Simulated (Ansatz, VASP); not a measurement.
**Si13O24: VASP beside Ansatz**

```
CELL_PARAMETERS angstrom
-2.31250 4.00537 5.21600
4.62500 0.00000 5.21600
4.62500 8.01074 0.00000
ATOMIC_POSITIONS crystal
Si 0.91515 0.38443 0.02423
Si 0.56608 0.09131 0.95739
Si 0.00488 0.99947 0.26858
Si 0.93537 0.40657 0.53812
Si 0.57022 0.09856 0.44211
Si 0.99413 0.01664 0.76047
Si 0.45746 0.86877 0.27536
Si 0.05117 0.60122 0.21390
Si 0.51004 0.49127 0.51591
Si 0.46564 0.89951 0.77756
Si 0.05600 0.62529 0.70335
Si 0.47303 0.51222 0.02346
Si 0.21782 0.61274 0.88667
O 0.06416 0.16581 0.10048
O 0.99281 0.57392 0.06007
O 0.29527 0.59513 0.17660
O 0.43786 0.28136 0.03590
O 0.53632 0.87821 0.08920
O 0.20703 0.89565 0.33922
O 0.08502 0.18881 0.61559
O 0.97883 0.60700 0.55544
O 0.30345 0.63768 0.60184
O 0.43301 0.31740 0.48646
O 0.53556 0.90269 0.59480
O 0.20378 0.89605 0.84065
O 0.60015 0.64365 0.35012
O 0.49742 0.06206 0.30985
O 0.81226 0.10771 0.39411
O 0.91925 0.83377 0.23232
O 0.99895 0.40437 0.35339
O 0.69066 0.39624 0.61460
O 0.59352 0.68787 0.87681
O 0.47132 0.10870 0.81269
O 0.81218 0.09084 0.90570
O 0.91384 0.87552 0.69756
O 0.96967 0.41621 0.83523
O 0.67436 0.40772 0.11212
```

Alike in both runs: functional PBE; k mesh 2 × 2 × 1; occupations fermi-dirac, width 0.05 eV; no spin polarisation.

Ansatz relaxed the structure, and its values are those at the end. VASP's run is a single point on that final structure, the one shown.

```csv
,VASP,Ansatz
version,VASP 6.6.1,Ansatz 0.2.0
potentials or method,"VASP PAW PBE potentials, release 64 (Si, O), cutoff 520 eV","scalar-relativistic, plane waves, PAW"
valence electrons in the cell,196,196
```

Ansatz gave:

| Property | Result |
| --- | --- |
| rms of the force components (eV/Å) | 0.016 |

Problem. Which values does VASP return?

Solution. rms of the force components (eV/Å): 0.026.

The functional is the same, so the differences come from potentials, cutoffs and numerics.

The k mesh is coarse, so the values compare programs but aren't converged.
